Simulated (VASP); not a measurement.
# Co in VASP: single point with PBE

Aim: the single point of Co with PBE.

Program: VASP 6.6.1. These are calculated values, not measurements. Logs are shortened: lines on timing, memory, paths and dates and some standing lists are left out, and cuts for length are marked.

## (1) The cell of the first run

The cell holds a slab with vacuum, 3 atoms: a = 2.500 Å, b = 2.500 Å, c = 17.082 Å, α = 90.00°, β = 90.00°, γ = 120.00°.

## (2) Single point, PBE

Contents of INCAR:

```
PREC     = Accurate       # precision mode
ENCUT    = 520            # plane-wave cutoff, eV
EDIFF    = 1E-6           # SCF threshold, eV
ISMEAR   = -1             # smearing method
SIGMA    = 0.03           # smearing width, eV
LREAL    = F              # projectors in reciprocal space
LASPH    = T              # aspherical terms in the spheres
NELM     = 120            # most SCF steps
ALGO     = Normal         # electronic algorithm
ISIF     = 2              # what is computed and relaxed
LWAVE    = F              # write WAVECAR
LCHARG   = T              # write CHGCAR
GGA      = PE             # functional
LELF     = T              # ELF
LVHAR    = T            
NBANDS   = 20             # bands
GGA_COMPAT= F            
NELMDL   = -8
```

Contents of KPOINTS:

```
regular mesh
0
Gamma
  5 5 1
```

Contents of POSCAR:

```
Co
1.0
    2.5000000000      0.0000000000      0.0000000000
   -1.2500000000      2.1650640000      0.0000000000
    0.0000000000      0.0000000000     17.0824830000
Co
3
Direct
    0.9964630000      0.9965560000      0.3812910000
    0.3264520000      0.6662370000      0.4973590000
    0.6699700000      0.3339420000      0.6210810000
```

Potentials or basis: VASP PAW PBE potentials, release 64 (Co).

On the command line:

```console
$ cat potpaw_PBE.64/Co/POTCAR > POTCAR
$ mpirun -np 1 vasp_std > vasp.out
```

OUTCAR:

```text
PREC = Accurate
   ENCUT = 520
   EDIFF = 1E-6
   ISMEAR = -1
   LREAL = F
   LASPH = T
   NELM = 120
   ISIF = 2
   GGA = PE
   NELMDL = -8

 ion  position               nearest neighbor table
   1  0.996  0.997  0.381-   2 2.44   2 2.46   2 2.46
   2  0.326  0.666  0.497-   1 2.44   1 2.46   1 2.46   3 2.55   3 2.56   3 2.57
   3  0.670  0.334  0.621-   2 2.55   2 2.56   2 2.57

  LATTYP: Found a hexagonal cell.
 ALAT       =     2.5000000000
 C/A-ratio  =     6.8329932000

  Lattice vectors:

 A1 = (   2.5000000000,   0.0000000000,   0.0000000000)
 A2 = (  -1.2500000000,   2.1650640000,   0.0000000000)
 A3 = (   0.0000000000,   0.0000000000,  17.0824830000)

Analysis of symmetry for initial positions (statically):
=====================================================================
 Subroutine PRICEL returns:
 Original cell was already a primitive cell.

 Routine SETGRP: Setting up the symmetry group for a
 hexagonal supercell.

 Subroutine GETGRP returns: Found  1 space group operations
 (whereof  1 operations were pure point group operations)
 out of a pool of 24 trial point group operations.

The static configuration has the point symmetry C_1 .

Analysis of symmetry for dynamics (positions and initial velocities):
=====================================================================
 Subroutine PRICEL returns:
 Original cell was already a primitive cell.

 Routine SETGRP: Setting up the symmetry group for a
 hexagonal supercell.

 Subroutine GETGRP returns: Found  1 space group operations
 (whereof  1 operations were pure point group operations)
 out of a pool of 24 trial point group operations.

The dynamic configuration has the point symmetry C_1 .

 Subroutine INISYM returns: Found  1 space group operations
 (whereof  1 operations are pure point group operations),
 and found     1 'primitive' translations

----------------------------------------------------------------------------------------

                                     Primitive cell

  volume of cell :      92.4617

  direct lattice vectors                    reciprocal lattice vectors
     2.500000000  0.000000000  0.000000000     0.400000000  0.230940055  0.000000000
    -1.250000000  2.165064000  0.000000000     0.000000000  0.461880111  0.000000000
     0.000000000  0.000000000 17.082483000     0.000000000  0.000000000  0.058539499

  length of vectors
     2.500000000  2.500000425 17.082483000     0.461880189  0.461880111  0.058539499

  position of ions in fractional coordinates (direct lattice)
     0.996463000  0.996556000  0.381291000
     0.326452000  0.666237000  0.497359000
     0.669970000  0.333942000  0.621081000

  ion indices of the primitive-cell ions
   primitive index   ion index
                 1           1
                 2           2
                 3           3

----------------------------------------------------------------------------------------

 KPOINTS: regular mesh

Automatic generation of k-mesh.
 Grid dimensions read from file:
 generate k-points for:    5    5    1

 Generating k-lattice:

  Cartesian coordinates                     Fractional coordinates (reciprocal lattice)
     0.080000000  0.046188011  0.000000000     0.200000000 -0.000000000  0.000000000
     0.000000000  0.092376022  0.000000000     0.000000000  0.200000000  0.000000000
     0.000000000  0.000000000  0.058539499     0.000000000  0.000000000  1.000000000

  Length of vectors
     0.092376038  0.092376022  0.058539499

  Shift w.r.t. Gamma in fractional coordinates (k-lattice)
     0.000000000  0.000000000  0.000000000

 Subroutine IBZKPT returns following result:
 ===========================================

 Found     13 irreducible k-points:

 Following reciprocal coordinates:
            Coordinates               Weight
  0.000000  0.000000  0.000000      1.000000
  0.200000  0.000000  0.000000      2.000000
  0.000000  0.200000  0.000000      2.000000
 -0.200000  0.200000  0.000000      2.000000
  0.400000  0.000000  0.000000      2.000000
  0.000000  0.400000  0.000000      2.000000
 -0.400000  0.400000  0.000000      2.000000
  0.200000  0.200000  0.000000      2.000000
 -0.200000  0.400000  0.000000      2.000000
 -0.400000  0.200000  0.000000      2.000000
  0.400000  0.200000  0.000000      2.000000
 -0.200000 -0.400000  0.000000      2.000000
  0.400000  0.400000  0.000000      2.000000
   k-points           NKPTS =     13   k-points in BZ     NKDIM =     13   number of bands    NBANDS=     20
   number of dos      NEDOS =    301   number of ions     NIONS =      3
   total plane-waves  NPLWV =  51200
   dimension x,y,z NGX =    20 NGY =   20 NGZ =  128
   dimension x,y,z NGXF=    40 NGYF=   40 NGZF=  256
   ions per type =               3
   NGX,Y,Z   is equivalent  to a cutoff of  13.30, 13.30, 12.46 a.u.
   NGXF,Y,Z  is equivalent  to a cutoff of  26.60, 26.60, 24.91 a.u.
 SYSTEM =  unknown system
   PREC   = accura    normal or accurate (medium, high low for compatibility)
   ISTART =      0    job   : 0-new  1-cont  2-samecut
   ICHARG =      2    charge: 1-file 2-atom 10-const
   ISPIN  =      1    spin polarized calculation?
   LNONCOLLINEAR =      F non collinear calculations
   LSORBIT =      F    spin-orbit coupling
   LASPH  =      T    aspherical Exc in radial PAW
   ENCUT  =  520.0 eV  38.22 Ry    6.18 a.u.   4.65  4.65 31.76*2*pi/ulx,y,z
   NELM   =    120;   NELMIN=  2; NELMDL= -8     # of ELM steps
   EDIFF  = 0.1E-05   stopping-criterion for ELM
   LREAL  =      F    real-space projection
   EDIFFG = 0.1E-04   stopping-criterion for IOM
   NSW    =      0    number of steps for IOM
   IBRION =     -1    ionic relax: 0-MD 1-quasi-New 2-CG
   NFREE  =      0    steps in history (QN), initial steepest desc. (CG)
   ISIF   =      2    stress and relaxation
   ISYM   =      2    0-nonsym 1-usesym 2-fastsym
   POTIM  = 0.5000    time-step for ionic-motion
   TEBEG  =    0.0;   TEEND  =   0.0 temperature during run
   PSTRESS=    0.0 pullay stress
   NELECT =      27.0000    total number of electrons
   NUPDOWN=      -1.0000    fix difference up-down
   EMIN   =  10.00;   EMAX   =-10.00  energy-range for DOS
   EFERMI =   0.00;   METHOD = LEGACY
   ISMEAR =    -1;   SIGMA  =   0.03  broadening in eV -4-tet -1-fermi 0-gaus
   EFERMI_NEDOS =   21; number of points for ismear=-14 and -15
   IALGO  =     38    algorithm
   IMIX   =      4    mixing-type and parameters
     AMIX     =   0.40;   BMIX     =  1.00
     AMIX_MAG =   1.60;   BMIX_MAG =  1.00
  volume/ion in A,a.u.               =      30.82       207.99
  Fermi-wavevector in a.u.,A,eV,Ry     =   1.086114  2.052458 16.050033  1.179644
  Thomas-Fermi vector in A             =   2.222244
   LORBIT       =      0    0 simple, 1 ext, 2 COOP (PROOUT), +10 PAW based schemes
   GGA     = PE    functional components
   LHFCALC =     F    Hartree Fock is set to
   AEXX    =    0.0000 exact exchange contribution
   IVDW    =     0    specifies the selected vdW correction
   LEPSILON=     F    determine dielectric tensor
   LRPA    =     F    only Hartree local field effects (RPA)
 non-spin polarized calculation
  energy-cutoff  :      520.00
  volume of cell :       92.46
 maximum number of plane-waves:      2511
   NGX =  9   NGY =  9   NGZ = 63

 number of electron      27.0000004 magnetization

 Free energy of the ion-electron system (eV)
  ---------------------------------------------------
  ext. energy  EPLUGINS =         0.00000000
  ---------------------------------------------------
  free energy    TOTEN  =       -18.57292673 eV

  energy without entropy =      -18.53514267  energy(sigma->0) =      -18.55403470

 E-fermi :   0.4107     XC(G=0):  -5.9082

 val. band max:        0.4056281896   @ k =   0.4000   0.0000   0.0000
 cond. band min:       0.4356215150   @ k =  -0.2000  -0.4000   0.0000
 fundamental gap:      0.0299933254
 Fermi energy:         0.4107348867

 k-point     1 :       0.0000    0.0000    0.0000
  band No.  band energies     occupation
      1      -7.5274      2.00000
      2      -5.5648      2.00000
      3      -4.1901      2.00000
      4      -1.4818      2.00000
      5      -1.3564      2.00000
      6      -1.3481      2.00000
[... 12 lines left out ...]
     19       0.8084      0.00000
     20       4.9994      0.00000

 k-point     2 :       0.2000    0.0000    0.0000
  band No.  band energies     occupation
      1      -6.2354      2.00000
      2      -4.4228      2.00000
      3      -3.2599      2.00000
      4      -2.0569      2.00000
      5      -1.8635      2.00000
      6      -1.4993      2.00000
[... 12 lines left out ...]
     19       3.5397      0.00000
     20       6.1966      0.00000

 k-point     3 :       0.0000    0.2000    0.0000
  band No.  band energies     occupation
      1      -6.2356      2.00000
      2      -4.4234      2.00000
      3      -3.2633      2.00000
      4      -2.0536      2.00000
      5      -1.8619      2.00000
      6      -1.4982      2.00000
[... 12 lines left out ...]
     19       3.5352      0.00000
     20       6.1966      0.00000

 k-point     4 :      -0.2000    0.2000    0.0000
  band No.  band energies     occupation
      1      -6.2355      2.00000
      2      -4.4230      2.00000
      3      -3.2613      2.00000
      4      -2.0568      2.00000
      5      -1.8630      2.00000
      6      -1.4991      2.00000
[... 176 lines left out ...]
 k-point    12 :      -0.2000   -0.4000    0.0000
  band No.  band energies     occupation
      1      -3.2010      2.00000
      2      -3.0419      2.00000
      3      -2.7542      2.00000
      4      -2.5090      2.00000
      5      -2.0710      2.00000
      6      -1.7258      2.00000
[... 12 lines left out ...]
     19       7.6665      0.00000
     20       8.5400      0.00000

 k-point    13 :       0.4000    0.4000    0.0000
  band No.  band energies     occupation
      1      -3.2008      2.00000
      2      -3.0425      2.00000
      3      -2.7527      2.00000
      4      -2.5089      2.00000
      5      -2.0717      2.00000
      6      -1.7232      2.00000
[... 12 lines left out ...]
     19       7.6652      0.00000
     20       8.5395      0.00000

------------------------ aborting loop because EDIFF is reached ----------------------------------------

  FORCE on cell =-STRESS in cart. coord.  units (eV):
  Direction    XX          YY          ZZ          XY          YZ          ZX
  --------------------------------------------------------------------------------------
  -------------------------------------------------------------------------------------
  Total       -4.7077653     -4.7232889     -3.5746468     -0.0017438     -0.0269606     -0.0135116
  in kB      -81.5762320    -81.8452257    -61.9415363     -0.0302173     -0.4671739     -0.2341284
  external PRESSURE =     -75.1209980 kB  Pullay stress =       0.0000000 kB

 VOLUME and BASIS-vectors are now :
 -----------------------------------------------------------------------------
  energy-cutoff  :      520.00
  volume of cell :       92.46
      direct lattice vectors                 reciprocal lattice vectors
     2.500000000  0.000000000  0.000000000     0.400000000  0.230940055  0.000000000
    -1.250000000  2.165064000  0.000000000     0.000000000  0.461880111  0.000000000
     0.000000000  0.000000000 17.082483000     0.000000000  0.000000000  0.058539499

 POSITION                                       TOTAL-FORCE (eV/Angst)
 -----------------------------------------------------------------------------------
      1.24546      2.15761      6.51340        -0.018760      0.010727      0.622737
     -0.01667      1.44245      8.49613         0.042911     -0.007662      0.483308
      1.25750      0.72301     10.60961        -0.024151     -0.003065     -1.106045
 -----------------------------------------------------------------------------------
    total drift:                                0.000083      0.000558     -0.000030

  FREE ENERGIE OF THE ION-ELECTRON SYSTEM (eV)
  ---------------------------------------------------
  free  energy   TOTEN  =       -18.5729267287 eV

  energy  without entropy=      -18.5351426701  energy(sigma->0) =      -18.55403470
```

It took 70 s on 1 thread of Intel Xeon 6975P-C, shared host; peak memory 0.21 GiB.

What came out:

* Free energy: -18.5729 eV
* Largest force: 1.106 eV/Å

Forces in eV/Å, atoms in the order of the input:
```
Co  -0.019  0.011  0.623
Co   0.043 -0.008  0.483
Co  -0.024 -0.003 -1.106
```

Caveat: the k points lie up to 0.58 Å⁻¹ apart; the run has no spin polarisation, though such a crystal can be magnetic.
